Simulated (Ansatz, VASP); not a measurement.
# Two plane-wave programs on Cu3PbS4

The input INCAR:

```
  PREC = Accurate
  ENCUT = 520
  EDIFF = 1E-6
  ISMEAR = 1
  SIGMA = 0.0173
  LREAL = F
  LASPH = T
  NELM = 80
  ALGO = Normal
  ISIF = 2
  LWAVE = F
  LCHARG = F
  GGA = PE
  NBANDS = 46
```

KPOINTS

```
regular mesh
0
Gamma
  5 5 5
```

File POSCAR:

```
Cu3PbS4
1.0
    0.0000000000      5.4961480000      0.0000000000
    5.4961480000      0.0000000000      0.0000000000
    2.7480740000      2.7480740000     -5.4961480000
Pb S Cu
1 4 3
Direct
    0.0000000000      0.0000000000      0.0000000000
    0.3750000000      0.3750000000      0.7500000000
    0.6250000000      0.1250000000      0.2500000000
    0.8750000000      0.8750000000      0.7500000000
    0.1250000000      0.6250000000      0.2500000000
    0.7500000000      0.2500000000      0.5000000000
    0.2500000000      0.7500000000      0.5000000000
    0.5000000000      0.5000000000      0.0000000000
```

Input for Ansatz:

```yaml
crystal:
  lattice:
    - [0.0, 5.496148, 0.0]
    - [5.496148, 0.0, 0.0]
    - [2.748074, 2.748074, -5.496148]
  atoms:
    - { symbol: Pb, position: [0.0, 0.0, 0.0] }
    - { symbol: S, position: [0.375, 0.375, 0.75] }
    - { symbol: S, position: [0.625, 0.125, 0.25] }
    - { symbol: S, position: [0.875, 0.875, 0.75] }
    - { symbol: S, position: [0.125, 0.625, 0.25] }
    - { symbol: Cu, position: [0.75, 0.25, 0.5] }
    - { symbol: Cu, position: [0.25, 0.75, 0.5] }
    - { symbol: Cu, position: [0.5, 0.5, 0.0] }
  symmetry: { tolerance: 0.0003 }
kpoints:
  mp_grid: { grid: [5, 5, 5], shift: [0, 0, 0] }
  band_path:
    path:
      - [0.0, 0.0, 0.0]
      - [0.5, 0.5, 0.5]
      - [0.5, 0.5, 0.25]
      - [0.0, 0.5, 0.0]
      - [0.0, 0.0, 0.0]
      - [0.0, 0.0, -0.5]
      - [0.0, 0.375, -0.3125]
    npoints: 8
magnetization:
  spin_polarized: false
scf:
  occupations: { method: methfessel_paxton, width: 0.0173 }
  lower_state_search: "off"
  max_iter: 200
hamiltonian:
  pseudopotentials: { kind: paw }
  xc: pbe
basis:
  ecutwfc: 420
  fft_grid_basis: typed
output:
  forces: true
  stress: true
  eigenvalues: true
  bader: true
  populations: true
  elf: true
  write_potential: true
  volumetric_format: npy
  dos:
    e_range: [-12, 8]
    de: 0.05
    projected: { site_lists: { Cu: [Cu], Pb: [Pb], S: [S] } }
checkpoint:
  read: saved_state
```

Alike in both runs: task single point; functional PBE; k mesh 5 × 5 × 5; occupations methfessel-paxton of order 1, width 0.0173 eV; no spin polarisation.

```csv
,VASP,Ansatz
version,VASP 6.6.1,Ansatz 0.2.0
potentials or method,"VASP PAW PBE potentials, release 64 (Pb_d, S, Cu), cutoff 520 eV",PAW plane waves
valence electrons in the cell,71,95
```

```csv
,VASP,Ansatz,Ansatz less VASP
pressure (GPa),2.5,2.5,-0.02
"traceless stress, the component that is largest in VASP (GPa)",0.10,0.10,-0.001
rms of the force components (eV/Å),1.051,1.075,+0.0247
```

Atom by atom the forces differ by 0.025 eV/Å (rms over components). With one functional, cell and mesh, what is left measures potentials, basis and numerics. VASP's potentials hold 71 valence electrons a cell and Ansatz's 95, so a difference there can come from the potentials and not from the codes.

Spin-orbit coupling is off throughout.
